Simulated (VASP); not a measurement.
# Ru (P6_3/mmc) in VASP: notebook

The runs below take Ru through single point, with PBE.

Everything below comes from runs of VASP 6.6.1. Logs are shortened: lines on timing, memory, paths and dates and some standing lists are left out, and cuts for length are marked.

## (1) The cell of the first run

The structure is hexagonal, space group P6_3/mmc (No. 194). The conventional cell has a = 2.678 Å, b = 2.678 Å, c = 4.239 Å, α = 90.00°, β = 90.00°, γ = 120.00°. Ru (site symmetry -6m2) has 12 Ru at 2.62 to 2.68 Å within 3.5 Å.

## (2) Single point, PBE (volume scaled by 0.97)

File INCAR:

```
SYSTEM = Ru
ALGO = Normal ; EDIFF = 1E-6
ENCUT = 520 ; GGA = PE
ISIF = 2 ; ISMEAR = -1
LASPH = .True. ; LCHARG = .True.
LELF = .True. ; LREAL = .False.
LVHAR = .True. ; LWAVE = .False.
NBANDS = 21 ; NELM = 100
PREC = Accurate ; SIGMA = 0.03
```

File KPOINTS:

```
k-points
0
Gamma
  14 14 8
  0 0 0
```

File POSCAR:

```
Ru
1.0
    2.6784661590      0.0000000000      0.0000000000
   -1.3392330795      2.3196197369      0.0000000000
    0.0000000000      0.0000000000      4.2386455276
Ru
2
Direct
    0.3333333333      0.6666666667      0.2500000000
    0.6666666667      0.3333333333      0.7500000000
```

Potentials or basis: VASP PAW PBE potentials, release 64 (Ru_pv).

Started as:

```console
$ cat potpaw_PBE.64/Ru_pv/POTCAR > POTCAR
$ mpirun -np 1 vasp_std > vasp.out
```

OUTCAR:

```text
SYSTEM = Ru
   EDIFF = 1E-6
   ENCUT = 520
   GGA = PE
   ISIF = 2
   ISMEAR = -1
   LASPH = .True.
   LREAL = .False.
   NELM = 100
   PREC = Accurate

 ion  position               nearest neighbor table
   1  0.333  0.667  0.250-   2 2.62   2 2.62   2 2.62   2 2.62   2 2.62   2 2.62
   2  0.667  0.333  0.750-   1 2.62   1 2.62   1 2.62   1 2.62   1 2.62   1 2.62

  LATTYP: Found a hexagonal cell.
 ALAT       =     2.6784661590
 C/A-ratio  =     1.5824898565

  Lattice vectors:

 A1 = (   2.6784661590,   0.0000000000,   0.0000000000)
 A2 = (  -1.3392330795,   2.3196197369,   0.0000000000)
 A3 = (   0.0000000000,   0.0000000000,   4.2386455276)

Analysis of symmetry for initial positions (statically):
=====================================================================
 Subroutine PRICEL returns:
 Original cell was already a primitive cell.

 Routine SETGRP: Setting up the symmetry group for a
 hexagonal supercell.

 Subroutine GETGRP returns: Found 24 space group operations
 (whereof 12 operations were pure point group operations)
 out of a pool of 24 trial point group operations.

The static configuration has the point symmetry D_3d.
 The point group associated with its full space group is D_6h.

Analysis of symmetry for dynamics (positions and initial velocities):
=====================================================================
 Subroutine PRICEL returns:
 Original cell was already a primitive cell.

 Routine SETGRP: Setting up the symmetry group for a
 hexagonal supercell.

 Subroutine GETGRP returns: Found 24 space group operations
 (whereof 12 operations were pure point group operations)
 out of a pool of 24 trial point group operations.

The dynamic configuration has the point symmetry D_3d.
 The point group associated with its full space group is D_6h.

 Subroutine INISYM returns: Found 24 space group operations
 (whereof 12 operations are pure point group operations),
 and found     1 'primitive' translations

----------------------------------------------------------------------------------------

                                     Primitive cell

  volume of cell :      26.3348

  direct lattice vectors                    reciprocal lattice vectors
     2.678466159  0.000000000  0.000000000     0.373348006  0.215552572  0.000000000
    -1.339233080  2.319619737  0.000000000     0.000000000  0.431105144  0.000000000
     0.000000000  0.000000000  4.238645528     0.000000000  0.000000000  0.235924423

  length of vectors
     2.678466159  2.678466159  4.238645528     0.431105144  0.431105144  0.235924423

  position of ions in fractional coordinates (direct lattice)
     0.333333333  0.666666667  0.250000000
     0.666666667  0.333333333  0.750000000

  ion indices of the primitive-cell ions
   primitive index   ion index
                 1           1
                 2           2

----------------------------------------------------------------------------------------

 KPOINTS: k-points

Automatic generation of k-mesh.
 Grid dimensions read from file:
 generate k-points for:   14   14    8

 Generating k-lattice:

  Cartesian coordinates                     Fractional coordinates (reciprocal lattice)
     0.026667715  0.015396612  0.000000000     0.071428571  0.000000000  0.000000000
     0.000000000  0.030793225  0.000000000     0.000000000  0.071428571  0.000000000
     0.000000000  0.000000000  0.029490553     0.000000000  0.000000000  0.125000000

  Length of vectors
     0.030793225  0.030793225  0.029490553

  Shift w.r.t. Gamma in fractional coordinates (k-lattice)
     0.000000000  0.000000000  0.000000000

 Subroutine IBZKPT returns following result:
 ===========================================

 Found    120 irreducible k-points:

 Following reciprocal coordinates:
            Coordinates               Weight
  0.000000  0.000000  0.000000      1.000000
  0.071429  0.000000  0.000000      6.000000
  0.142857  0.000000  0.000000      6.000000
  0.214286 -0.000000  0.000000      6.000000
  0.285714 -0.000000  0.000000      6.000000
  0.357143  0.000000  0.000000      6.000000
[... 16 lines left out ...]
  0.285714  0.285714  0.000000      6.000000
  0.357143  0.285714  0.000000      6.000000
 [... further k-points ...]
   k-points           NKPTS =    120   k-points in BZ     NKDIM =    120   number of bands    NBANDS=     21
   number of dos      NEDOS =    301   number of ions     NIONS =      2
   total plane-waves  NPLWV =  12800
   dimension x,y,z NGX =    20 NGY =   20 NGZ =   32
   dimension x,y,z NGXF=    40 NGYF=   40 NGZF=   64
   ions per type =               2
   NGX,Y,Z   is equivalent  to a cutoff of  12.41, 12.41, 12.55 a.u.
   NGXF,Y,Z  is equivalent  to a cutoff of  24.83, 24.83, 25.10 a.u.
 SYSTEM =  Ru
   PREC   = accura    normal or accurate (medium, high low for compatibility)
   ISTART =      0    job   : 0-new  1-cont  2-samecut
   ICHARG =      2    charge: 1-file 2-atom 10-const
   ISPIN  =      1    spin polarized calculation?
   LNONCOLLINEAR =      F non collinear calculations
   LSORBIT =      F    spin-orbit coupling
   LASPH  =      T    aspherical Exc in radial PAW
   ENCUT  =  520.0 eV  38.22 Ry    6.18 a.u.   4.98  4.98  7.88*2*pi/ulx,y,z
   NELM   =    100;   NELMIN=  2; NELMDL= -5     # of ELM steps
   EDIFF  = 0.1E-05   stopping-criterion for ELM
   LREAL  =      F    real-space projection
   EDIFFG = 0.1E-04   stopping-criterion for IOM
   NSW    =      0    number of steps for IOM
   IBRION =     -1    ionic relax: 0-MD 1-quasi-New 2-CG
   NFREE  =      0    steps in history (QN), initial steepest desc. (CG)
   ISIF   =      2    stress and relaxation
   ISYM   =      2    0-nonsym 1-usesym 2-fastsym
   POTIM  = 0.5000    time-step for ionic-motion
   TEBEG  =    0.0;   TEEND  =   0.0 temperature during run
   PSTRESS=    0.0 pullay stress
   NELECT =      28.0000    total number of electrons
   NUPDOWN=      -1.0000    fix difference up-down
   EMIN   =  10.00;   EMAX   =-10.00  energy-range for DOS
   EFERMI =   0.00;   METHOD = LEGACY
   ISMEAR =    -1;   SIGMA  =   0.03  broadening in eV -4-tet -1-fermi 0-gaus
   EFERMI_NEDOS =   21; number of points for ismear=-14 and -15
   IALGO  =     38    algorithm
   IMIX   =      4    mixing-type and parameters
     AMIX     =   0.40;   BMIX     =  1.00
     AMIX_MAG =   1.60;   BMIX_MAG =  1.00
  volume/ion in A,a.u.               =      13.17        88.86
  Fermi-wavevector in a.u.,A,eV,Ry     =   1.670901  3.157546 37.986262  2.791911
  Thomas-Fermi vector in A             =   2.756318
   LORBIT       =      0    0 simple, 1 ext, 2 COOP (PROOUT), +10 PAW based schemes
   GGA     = PE    functional components
   LHFCALC =     F    Hartree Fock is set to
   AEXX    =    0.0000 exact exchange contribution
   IVDW    =     0    specifies the selected vdW correction
   LEPSILON=     F    determine dielectric tensor
   LRPA    =     F    only Hartree local field effects (RPA)
 non-spin polarized calculation
  energy-cutoff  :      520.00
  volume of cell :       26.33
 maximum number of plane-waves:       728
 NGX is ok and might be reduce to    20
   NGX =  9   NGY =  9   NGZ = 15

 number of electron      27.9999993 magnetization

 Free energy of the ion-electron system (eV)
  ---------------------------------------------------
  ext. energy  EPLUGINS =         0.00000000
  ---------------------------------------------------
  free energy    TOTEN  =       -18.40967777 eV

  energy without entropy =      -18.40330748  energy(sigma->0) =      -18.40649263

 E-fermi :  13.3937     XC(G=0): -14.3110

 val. band max:       13.3935901199   @ k =   0.0000   0.0000   0.3750
 cond. band min:      13.4033104295   @ k =   0.2857   0.1429   0.0000
 fundamental gap:      0.0097203096
 Fermi energy:        13.3936906935

 k-point     1 :       0.0000    0.0000    0.0000
  band No.  band energies     occupation
      1     -30.3680      2.00000
      2     -29.3300      2.00000
      3     -29.3300      2.00000
      4     -29.1430      2.00000
      5     -29.1430      2.00000
      6     -29.1042      2.00000
[... 13 lines left out ...]
     20      23.7889      0.00000
     21      24.1210      0.00000

 k-point     2 :       0.0714    0.0000    0.0000
  band No.  band energies     occupation
      1     -30.3488      2.00000
      2     -29.3711      2.00000
      3     -29.3438      2.00000
      4     -29.1859      2.00000
      5     -29.1485      2.00000
      6     -29.1131      2.00000
[... 13 lines left out ...]
     20      23.7888      0.00000
     21      24.0923      0.00000

 k-point     3 :       0.1429    0.0000    0.0000
  band No.  band energies     occupation
      1     -30.2931      2.00000
      2     -29.4865      2.00000
      3     -29.3817      2.00000
      4     -29.3044      2.00000
      5     -29.1649      2.00000
      6     -29.1398      2.00000
[... 13 lines left out ...]
     20      23.7888      0.00000
     21      23.9977      0.00000

 k-point     4 :       0.2143   -0.0000    0.0000
  band No.  band energies     occupation
      1     -30.2064      2.00000
      2     -29.6531      2.00000
      3     -29.4706      2.00000
      4     -29.4345      2.00000
      5     -29.1902      2.00000
      6     -29.1844      2.00000
[... 13 lines left out ...]
     20      23.7888      0.00000
     21      23.8640      0.00000

 k-point     5 :       0.2857   -0.0000    0.0000
  band No.  band energies     occupation
      1     -30.0980      2.00000
      2     -29.8378      2.00000
      3     -29.6488      2.00000
      4     -29.4910      2.00000
      5     -29.2458      2.00000
      6     -29.2199      2.00000
[... 13 lines left out ...]
     20      23.7887      0.00000
     21      23.8067      0.00000

 k-point     6 :       0.3571    0.0000    0.0000
  band No.  band energies     occupation
      1     -30.0036      2.00000
      2     -29.9818      2.00000
      3     -29.8042      2.00000
      4     -29.5404      2.00000
      5     -29.3196      2.00000
      6     -29.2475      2.00000
[... 13 lines left out ...]
     20      23.7866      0.00000
     21      23.7892      0.00000

 k-point     7 :       0.4286   -0.0000    0.0000
  band No.  band energies     occupation
      1     -30.1179      2.00000
      2     -29.9093      2.00000
      3     -29.8804      2.00000
      4     -29.5739      2.00000
      5     -29.3915      2.00000
      6     -29.2671      2.00000
[... 13 lines left out ...]
     20      23.7884      0.00000
     21      24.5313      0.00000
[... 291 lines left out ...]
      1     -29.9484      2.00000
      2     -29.9052      2.00000
      3     -29.8647      2.00000
      4     -29.5606      2.00000
      5     -29.3787      2.00000
      6     -29.3419      2.00000
[... 13 lines left out ...]
     20      24.0445      0.00000
     21      24.4687      0.00000

 k-point    21 :       0.2857    0.2143    0.0000
  band No.  band energies     occupation
      1     -30.0021      2.00000
      2     -29.8835      2.00000
      3     -29.8396      2.00000
      4     -29.6517      2.00000
      5     -29.4444      2.00000
      6     -29.4216      2.00000
[... 13 lines left out ...]
     20      23.7880      0.00000
     21      24.1935      0.00000

 k-point    22 :       0.3571    0.2143    0.0000
  band No.  band energies     occupation
      1     -30.0565      2.00000
      2     -29.8641      2.00000
      3     -29.7527      2.00000
      4     -29.7329      2.00000
      5     -29.4923      2.00000
      6     -29.4790      2.00000
[... 13 lines left out ...]
     20      23.7886      0.00000
     21      23.7917      0.00000

 k-point    23 :       0.2857    0.2857    0.0000
  band No.  band energies     occupation
      1     -30.0134      2.00000
      2     -29.8721      2.00000
      3     -29.7370      2.00000
      4     -29.7331      2.00000
      5     -29.5390      2.00000
      6     -29.5056      2.00000
[... 13 lines left out ...]
     20      23.7888      0.00000
     21      23.7895      0.00000

 k-point    24 :       0.3571    0.2857    0.0000
  band No.  band energies     occupation
      1     -30.0169      2.00000
      2     -29.8150      2.00000
      3     -29.8101      2.00000
      4     -29.6690      2.00000
      5     -29.5787      2.00000
      6     -29.5669      2.00000
[... 13 lines left out ...]
     20      23.7890      0.00000
     21      23.7892      0.00000

 [... further k-points ...]

------------------------ aborting loop because EDIFF is reached ----------------------------------------

  FORCE on cell =-STRESS in cart. coord.  units (eV):
  Direction    XX          YY          ZZ          XY          YZ          ZX
  --------------------------------------------------------------------------------------
  -------------------------------------------------------------------------------------
  Total        2.6006631      2.6006631      2.4199228      0.0000000     -0.0000000     -0.0000000
  in kB      158.2211784    158.2211784    147.2251606      0.0000000     -0.0000000     -0.0000000
  external PRESSURE =     154.5558391 kB  Pullay stress =       0.0000000 kB

 VOLUME and BASIS-vectors are now :
 -----------------------------------------------------------------------------
  energy-cutoff  :      520.00
  volume of cell :       26.33
      direct lattice vectors                 reciprocal lattice vectors
     2.678466159  0.000000000  0.000000000     0.373348006  0.215552572  0.000000000
    -1.339233080  2.319619737  0.000000000     0.000000000  0.431105144  0.000000000
     0.000000000  0.000000000  4.238645528     0.000000000  0.000000000  0.235924423

 POSITION                                       TOTAL-FORCE (eV/Angst)
 -----------------------------------------------------------------------------------
     -0.00000      1.54641      1.05966        -0.000000      0.000000      0.000000
      1.33923      0.77321      3.17898         0.000000     -0.000000      0.000000
 -----------------------------------------------------------------------------------
    total drift:                               -0.000000      0.000000     -0.000000

  FREE ENERGIE OF THE ION-ELECTRON SYSTEM (eV)
  ---------------------------------------------------
  free  energy   TOTEN  =       -18.4096777686 eV

  energy  without entropy=      -18.4033074819  energy(sigma->0) =      -18.40649263
```

It took 29 s on 1 thread of AMD EPYC 9R45 (Zen 5), shared host; peak memory 0.14 GiB.

What came out:

* Free energy: -18.4097 eV
* Pressure: 15.5 GPa
* Band gap on the k mesh: zero (band 14 reaches 15.12 eV, above the bottom of band 15 at 11.83 eV)

## (3) Single point, PBE (volume scaled by 0.98)

File INCAR:

```
SYSTEM = Ru
PREC     = Accurate       ! precision mode
ENCUT    = 520            ! plane-wave cutoff, eV
EDIFF    = 1E-7           ! SCF threshold, eV
ISMEAR   = -1             ! smearing method
SIGMA    = 0.03           ! smearing width, eV
LREAL    = .FALSE.        ! projectors in reciprocal space
LASPH    = .TRUE.         ! aspherical terms in the spheres
NELM     = 60             ! most SCF steps
ALGO     = Normal         ! electronic algorithm
ISIF     = 2              ! what is computed and relaxed
LWAVE    = .FALSE.        ! write WAVECAR
LCHARG   = .FALSE.        ! write CHGCAR
GGA      = PE             ! functional
NBANDS   = 21             ! bands
```

File KPOINTS:

```
Automatic mesh
0
G
  14 14 8
  0 0 0
```

File POSCAR:

```
Ru
1.0
    2.6876390600      0.0000000000      0.0000000000
   -1.3438195300      2.3275637022      0.0000000000
    0.0000000000      0.0000000000      4.2531615502
Ru
2
Direct
    0.3333333333      0.6666666667      0.2500000000
    0.6666666667      0.3333333333      0.7500000000
```

Potentials or basis: VASP PAW PBE potentials, release 64 (Ru_pv).

Started as:

```console
$ cat potpaw_PBE.64/Ru_pv/POTCAR > POTCAR
$ mpirun -np 1 vasp_std > vasp.out
```

Run time: 29 s. Hardware: 1 thread of AMD EPYC 9R45 (Zen 5), shared host; peak memory 0.14 GiB.

It converged, with:

```yaml
Free_energy: -18.4328 eV
Pressure: 11.6 GPa
Band_gap_on_the_k_mesh: zero (band 14 reaches 14.90 eV, above the bottom of band 15 at 11.66 eV)
```

Stress tensor (GPa, compression positive):
```
12.01  0.00  0.00
 0.00 12.01  0.00
 0.00  0.00 10.72
```

Levels at points of the mesh, in eV from the Fermi level:
| k point | band 12 | band 13 | band 14 | band 15 | band 16 | band 17 |
| --- | --- | --- | --- | --- | --- | --- |
| (0.00, 0.00, 0.00) | -1.96 | -1.96 | -1.42 | -1.42 | 1.23 | 1.23 |
| (0.50, 0.00, 0.00) | -1.81 | -1.55 | 1.49 | 1.92 | 1.99 | 4.19 |
| (0.00, 0.00, 0.50) | -2.83 | -2.76 | -2.76 | 0.58 | 0.58 | 0.58 |
| (0.50, 0.00, 0.50) | -1.08 | 0.48 | 0.48 | 1.76 | 1.76 | 3.49 |

[end of part 1 of 2]
